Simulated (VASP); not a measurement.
## Bi: single point with LDA

Bi, a slab with vacuum:

```
CELL_PARAMETERS angstrom
4.01300 0.00000 0.00000
-2.00650 3.47536 0.00000
0.00000 0.00000 28.00000
ATOMIC_POSITIONS crystal
Bi 0.33333 0.66667 0.50657
Bi 0.66667 0.33333 0.49343
```

```yaml
Program: VASP 6.6.1
Task: single point
Functional: LDA
Potentials_or_basis: VASP PAW LDA potentials, release 64 (Bi_d)
Cutoff: 520 eV
k_mesh: 9 × 9 × 1
Occupations: gaussian, width 0.02 eV
Spin: no spin polarisation
```

- Largest force: 5.566 eV/Å
- Band gap on the k mesh: zero (bands 15 and 16 overlap by 0.92 eV)

Forces in eV/Å, atoms in the order of the input:
```
Bi   0.000  0.000  5.566
Bi   0.000  0.000 -5.566
```

Levels at points of the mesh, in eV from the Fermi level:
```tsv
k point	band 11	band 12	band 13	band 14	band 15	band 16	band 17	band 18	band 19	band 20
(0.00, 0.00, 0.00)	-17.35	-6.30	-3.29	-3.00	-3.00	1.21	2.31	2.31	3.08	3.51
```

Run time: 110 s on 1 thread of Intel(R) Xeon(R) Platinum 8488C (Sapphire Rapids), with other jobs on the host, peak memory 0.36 GiB.

Caveat: spin-orbit coupling is left out, which moves the levels of the heavy elements.
